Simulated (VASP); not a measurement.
# Be (Im-3m) in VASP: settings compared

The runs below take Be through electric field gradients, with LDA, r2SCAN.

All numbers are computed with VASP 6.6.1; they aren't measurements. Logs are shortened: lines on timing, memory, paths and dates and some standing lists are left out, and cuts for length are marked.

**1. The cell of the first run**

The structure is cubic, space group Im-3m (No. 229). The conventional cell has a = 2.506 Å, b = 2.506 Å, c = 2.506 Å, α = 90.00°, β = 90.00°, γ = 90.00°. Be (site symmetry m-3m) has 14 Be at 2.17 to 2.51 Å within 2.9 Å.

This isn't the form of Be at room conditions, which is hcp.

**2. Electric field gradients, LDA**

Input file INCAR:

```
SYSTEM = Be
ALGO = Normal
EDIFF = 1E-8
ENCUT = 520
GGA = CA
ISIF = 2
ISMEAR = -1
LASPH = .TRUE.
LCHARG = .FALSE.
LEFG = .TRUE.
LREAL = .FALSE.
LWAVE = .FALSE.
NBANDS = 7
NELM = 60
PREC = Accurate
SIGMA = 0.03
```

Input file KPOINTS:

```
k-points
0
G
  23 23 23
  0 0 0
```

Input file POSCAR:

```
Be
1.0
   -1.2531209513      1.2531209513      1.2531209513
    1.2531209513     -1.2531209513      1.2531209513
    1.2531209513      1.2531209513     -1.2531209513
Be
1
Direct
    0.0000000000      0.0000000000      0.0000000000
```

Potentials or basis: VASP PAW LDA potentials, release 64 (Be).

Started as:

```bash
$ cat potpaw_LDA.64/Be/POTCAR > POTCAR
$ mpirun -np 1 vasp_std > vasp.out
```

OUTCAR:

```text
SYSTEM = Be
   EDIFF = 1E-8
   ENCUT = 520
   GGA = CA
   ISIF = 2
   ISMEAR = -1
   LASPH = .TRUE.
   LREAL = .FALSE.
   NELM = 60
   PREC = Accurate

 ion  position               nearest neighbor table
   1  0.000  0.000  0.000-

  LATTYP: Found a body centered cubic cell.
 ALAT       =     2.5062419026

  Lattice vectors:

 A1 = (  -1.2531209513,   1.2531209513,   1.2531209513)
 A2 = (   1.2531209513,  -1.2531209513,   1.2531209513)
 A3 = (   1.2531209513,   1.2531209513,  -1.2531209513)

Analysis of symmetry for initial positions (statically):
=====================================================================
 Subroutine PRICEL returns:
 Original cell was already a primitive cell.

 Routine SETGRP: Setting up the symmetry group for a
 body centered cubic supercell.

 Subroutine GETGRP returns: Found 48 space group operations
 (whereof 48 operations were pure point group operations)
 out of a pool of 48 trial point group operations.

The static configuration has the point symmetry O_h .

Analysis of symmetry for dynamics (positions and initial velocities):
=====================================================================
 Subroutine PRICEL returns:
 Original cell was already a primitive cell.

 Routine SETGRP: Setting up the symmetry group for a
 body centered cubic supercell.

 Subroutine GETGRP returns: Found 48 space group operations
 (whereof 48 operations were pure point group operations)
 out of a pool of 48 trial point group operations.

The dynamic configuration has the point symmetry O_h .

 Subroutine INISYM returns: Found 48 space group operations
 (whereof 48 operations are pure point group operations),
 and found     1 'primitive' translations

----------------------------------------------------------------------------------------

                                     Primitive cell

  volume of cell :       7.8712

  direct lattice vectors                    reciprocal lattice vectors
    -1.253120951  1.253120951  1.253120951     0.000000000  0.399003783  0.399003783
     1.253120951 -1.253120951  1.253120951     0.399003783  0.000000000  0.399003783
     1.253120951  1.253120951 -1.253120951     0.399003783  0.399003783  0.000000000

[... 116 lines left out ...]
   NGX =  7   NGY =  7   NGZ =  7

 number of electron       2.0000000 magnetization

 Free energy of the ion-electron system (eV)
  ---------------------------------------------------
  ext. energy  EPLUGINS =         0.00000000
  ---------------------------------------------------
  free energy    TOTEN  =        -4.10482133 eV

  energy without entropy =       -4.10425574  energy(sigma->0) =       -4.10453853

 E-fermi :   7.7003     XC(G=0): -10.6426

 val. band max:        7.6600017093   @ k =   0.3043   0.2609   0.0870
 cond. band min:       7.7390209187   @ k =  -0.4348   0.4348   0.3913
 fundamental gap:      0.0790192094
 Fermi energy:         7.7002934185

 k-point     1 :       0.0000    0.0000    0.0000
  band No.  band energies     occupation
      1      -4.4198      2.00000
      2      26.6435      0.00000
      3      26.6435      0.00000
      4      26.6435      0.00000
      5      38.3960      0.00000
      6      38.3960      0.00000
      7      38.3960      0.00000
[... 221 lines left out ...]
 k-point    24 :       0.0870    0.0870    0.0000
  band No.  band energies     occupation
      1      -3.6362      2.00000
      2      23.5965      0.00000
      3      23.7899      0.00000
      4      25.3974      0.00000
      5      33.7903      0.00000
      6      34.3677      0.00000
      7      38.6025      0.00000

 [... further k-points ...]

------------------------ aborting loop because EDIFF is reached ----------------------------------------

  FORCE on cell =-STRESS in cart. coord.  units (eV):
  Direction    XX          YY          ZZ          XY          YZ          ZX
  --------------------------------------------------------------------------------------
  -------------------------------------------------------------------------------------
  Total       -0.3030390     -0.3030390     -0.3030390     -0.0000000      0.0000000     -0.0000000
  in kB      -61.6836681    -61.6836681    -61.6836681     -0.0000000      0.0000000     -0.0000000
  external PRESSURE =     -61.6836681 kB  Pullay stress =       0.0000000 kB

 VOLUME and BASIS-vectors are now :
 -----------------------------------------------------------------------------
  energy-cutoff  :      520.00
  volume of cell :        7.87
      direct lattice vectors                 reciprocal lattice vectors
    -1.253120951  1.253120951  1.253120951     0.000000000  0.399003783  0.399003783
     1.253120951 -1.253120951  1.253120951     0.399003783  0.000000000  0.399003783
     1.253120951  1.253120951 -1.253120951     0.399003783  0.399003783  0.000000000

 POSITION                                       TOTAL-FORCE (eV/Angst)
 -----------------------------------------------------------------------------------
      0.00000      0.00000      0.00000         0.000000     -0.000000      0.000000
 -----------------------------------------------------------------------------------
    total drift:                               -0.000000     -0.000000     -0.000000

  FREE ENERGIE OF THE ION-ELECTRON SYSTEM (eV)
  ---------------------------------------------------
  free  energy   TOTEN  =        -4.1048213279 eV

  energy  without entropy=       -4.1042557383  energy(sigma->0) =       -4.10453853

 Electric field gradients (V/A^2)
---------------------------------------------------------------------
 ion       V_xx      V_yy      V_zz      V_xy      V_xz      V_yz
---------------------------------------------------------------------
   1       0.000     0.000    -0.000     0.000     0.000     0.000
---------------------------------------------------------------------

 Electric field gradients after diagonalization (V/A^2)
 (convention: |V_zz| > |V_xx| > |V_yy|)
----------------------------------------------------------------------
 ion       V_xx      V_yy      V_zz     asymmetry (V_yy - V_xx)/ V_zz
----------------------------------------------------------------------
   1      -0.000    -0.000     0.000       0.000
----------------------------------------------------------------------

           NMR quadrupolar parameters

 Cq : quadrupolar parameter    Cq=e*Q*V_zz/h
 eta: asymmetry parameters     (V_yy - V_xx)/ V_zz
 Q  : nuclear electric quadrupole moment in mb (millibarn)
----------------------------------------------------------------------
 ion       Cq(MHz)       eta       Q (mb)
----------------------------------------------------------------------
   1       0.000       0.000       1.000
----------------------------------------------------------------------
```

OSZICAR:

```text
N       E                     dE             d eps       ncg     rms          rms(c)
DAV:   1    -0.307118896217E+01   -0.30712E+01   -0.11472E+03  5593   0.240E+02
DAV:   2    -0.412456019251E+01   -0.10534E+01   -0.96984E+00  7112   0.208E+01
DAV:   3    -0.412599821310E+01   -0.14380E-02   -0.14379E-02  5740   0.746E-01
DAV:   4    -0.412599829482E+01   -0.81713E-07   -0.80937E-07  7623   0.606E-03
DAV:   5    -0.412599829399E+01    0.82431E-09   -0.22385E-11  5873   0.169E-05    0.780E-01
DAV:   6    -0.411150259885E+01    0.14496E-01   -0.58396E-04  5418   0.160E-01    0.471E-01
DAV:   7    -0.410482469427E+01    0.66779E-02   -0.85225E-04  5418   0.198E-01    0.123E-02
DAV:   8    -0.410482149914E+01    0.31951E-05   -0.23030E-06  5992   0.111E-02    0.273E-03
DAV:   9    -0.410482133308E+01    0.16606E-06   -0.11512E-07  6090   0.228E-03    0.163E-04
DAV:  10    -0.410482132787E+01    0.52078E-08   -0.68044E-10  4893   0.197E-04
   1 F= -.41048213E+01 E0= -.41045385E+01  d E =-.565590E-03
```

It took 13 s on 1 thread of AMD EPYC 7R13, shared host; peak memory 0.09 GiB.

What came out:

```
Free energy                             : -4.1048 eV
Pressure                                : -6.2 GPa
Band gap on the k mesh                  : zero (bands 1 and 2 overlap by 4.77 eV)
Largest electric field gradient by atom : zero within the noise of the run
```

Levels at points of the mesh, in eV from the Fermi level:
```
           k point  band 1  band 2  band 3  band 4
(0.00, 0.00, 0.00)  -12.12   18.94   18.94   18.94
```

Caveat: the cell stands under tension.

**3. Electric field gradients, r2SCAN**

POSCAR is that of step 2.

Input file INCAR.step1:

```
SYSTEM = Be
PREC     = Accurate       ! precision mode
ENCUT    = 520            ! plane-wave cutoff, eV
ISMEAR   = -1             ! smearing method
SIGMA    = 0.03           ! smearing width, eV
LREAL    = .False.        ! projectors in reciprocal space
LASPH    = .True.         ! aspherical terms in the spheres
NELM     = 80             ! most SCF steps
NBANDS   = 7              ! bands
GGA      = PE             ! functional
ALGO     = Normal         ! electronic algorithm
EDIFF    = 1E-4           ! SCF threshold, eV
LWAVE    = .True.         ! write WAVECAR
LCHARG   = .False.        ! write CHGCAR
```

Input file INCAR.step2:

```
SYSTEM = Be
PREC     = Accurate       ! precision mode
ENCUT    = 520            ! plane-wave cutoff, eV
EDIFF    = 1E-8           ! SCF threshold, eV
ISMEAR   = -1             ! smearing method
SIGMA    = 0.03           ! smearing width, eV
LREAL    = .False.        ! projectors in reciprocal space
LASPH    = .True.         ! aspherical terms in the spheres
NELM     = 80             ! most SCF steps
ALGO     = Normal         ! electronic algorithm
ISIF     = 2              ! what is computed and relaxed
LWAVE    = .False.        ! write WAVECAR
LCHARG   = .False.        ! write CHGCAR
METAGGA  = R2SCAN         ! meta-GGA
LMIXTAU  = .True.       
LEFG     = .True.       
NBANDS   = 7              ! bands
ISTART   = 1
```

Input file KPOINTS:

```
regular mesh
0
Gamma
  23 23 23
  0 0 0
```

Potentials or basis: VASP PAW PBE potentials, release 64 (Be).

Started as:

```bash
$ cat potpaw_PBE.64/Be/POTCAR > POTCAR
$ cp INCAR.step1 INCAR
$ mpirun -np 1 vasp_std > vasp.out
$ cp INCAR.step2 INCAR
$ mpirun -np 1 vasp_std > vasp.out
```

OUTCAR:

```text
SYSTEM = Be
   PREC = Accurate
   ENCUT = 520
   EDIFF = 1E-8
   ISMEAR = -1
   LREAL = .False.
   LASPH = .True.
   NELM = 80
   ISIF = 2
   METAGGA = R2SCAN
   ISTART = 1

 ion  position               nearest neighbor table
   1  0.000  0.000  0.000-

  LATTYP: Found a body centered cubic cell.
 ALAT       =     2.5062419026

  Lattice vectors:

 A1 = (  -1.2531209513,   1.2531209513,   1.2531209513)
 A2 = (   1.2531209513,  -1.2531209513,   1.2531209513)
 A3 = (   1.2531209513,   1.2531209513,  -1.2531209513)

Analysis of symmetry for initial positions (statically):
=====================================================================
 Subroutine PRICEL returns:
 Original cell was already a primitive cell.

 Routine SETGRP: Setting up the symmetry group for a
 body centered cubic supercell.

 Subroutine GETGRP returns: Found 48 space group operations
 (whereof 48 operations were pure point group operations)
[... 421 lines left out ...]
 -----------------------------------------------------------------------------
  energy-cutoff  :      520.00
  volume of cell :        7.87
      direct lattice vectors                 reciprocal lattice vectors
    -1.253120951  1.253120951  1.253120951     0.000000000  0.399003783  0.399003783
     1.253120951 -1.253120951  1.253120951     0.399003783  0.000000000  0.399003783
     1.253120951  1.253120951 -1.253120951     0.399003783  0.399003783  0.000000000

 POSITION                                       TOTAL-FORCE (eV/Angst)
 -----------------------------------------------------------------------------------
      0.00000      0.00000      0.00000         0.000000      0.000000     -0.000000
 -----------------------------------------------------------------------------------
    total drift:                                0.000000     -0.000000     -0.000000

  FREE ENERGIE OF THE ION-ELECTRON SYSTEM (eV)
  ---------------------------------------------------
  free  energy   TOTEN  =        -4.2408378974 eV

  energy  without entropy=       -4.2403035659  energy(sigma->0) =       -4.24057073

 Electric field gradients (V/A^2)
---------------------------------------------------------------------
 ion       V_xx      V_yy      V_zz      V_xy      V_xz      V_yz
---------------------------------------------------------------------
   1      -0.000    -0.000    -0.000    -0.000    -0.000    -0.000
---------------------------------------------------------------------

 Electric field gradients after diagonalization (V/A^2)
 (convention: |V_zz| > |V_xx| > |V_yy|)
----------------------------------------------------------------------
 ion       V_xx      V_yy      V_zz     asymmetry (V_yy - V_xx)/ V_zz
----------------------------------------------------------------------
   1       0.000     0.000    -0.000       0.000
----------------------------------------------------------------------

           NMR quadrupolar parameters

 Cq : quadrupolar parameter    Cq=e*Q*V_zz/h
 eta: asymmetry parameters     (V_yy - V_xx)/ V_zz
 Q  : nuclear electric quadrupole moment in mb (millibarn)
----------------------------------------------------------------------
 ion       Cq(MHz)       eta       Q (mb)
----------------------------------------------------------------------
   1      -0.000       0.000       1.000
----------------------------------------------------------------------
```

OSZICAR.step1:

```text
N       E                     dE             d eps       ncg     rms          rms(c)
DAV:   1    -0.231005407799E+01   -0.23101E+01   -0.11154E+03  5516   0.233E+02
DAV:   2    -0.369332200328E+01   -0.13833E+01   -0.12789E+01  7133   0.260E+01
DAV:   3    -0.369541805225E+01   -0.20960E-02   -0.20959E-02  5796   0.921E-01
DAV:   4    -0.369541833848E+01   -0.28623E-06   -0.28579E-06  7630   0.114E-02
DAV:   5    -0.369541833780E+01    0.68658E-09   -0.28542E-10  5544   0.494E-05    0.782E-01
DAV:   6    -0.367404601083E+01    0.21372E-01   -0.23731E-03  5621   0.472E-01    0.481E-01
DAV:   7    -0.366562392234E+01    0.84221E-02   -0.23447E-03  5446   0.493E-01    0.181E-02
DAV:   8    -0.366560112447E+01    0.22798E-04   -0.80233E-06  4627   0.247E-02
   1 F= -.36656011E+01 E0= -.36653160E+01  d E =-.570270E-03
```

Run time: 76 s. Hardware: 1 thread of AMD EPYC 7R13, shared host; peak memory 0.09 GiB.

What came out:

```
Free energy                             : -4.2408 eV
Pressure                                : -0.7 GPa
Band gap on the k mesh                  : zero (bands 1 and 2 overlap by 5.28 eV)
Largest electric field gradient by atom : zero within the noise of the run
```

Caveat: the PAW data sets were made with another functional, which shifts forces and pressure a little.
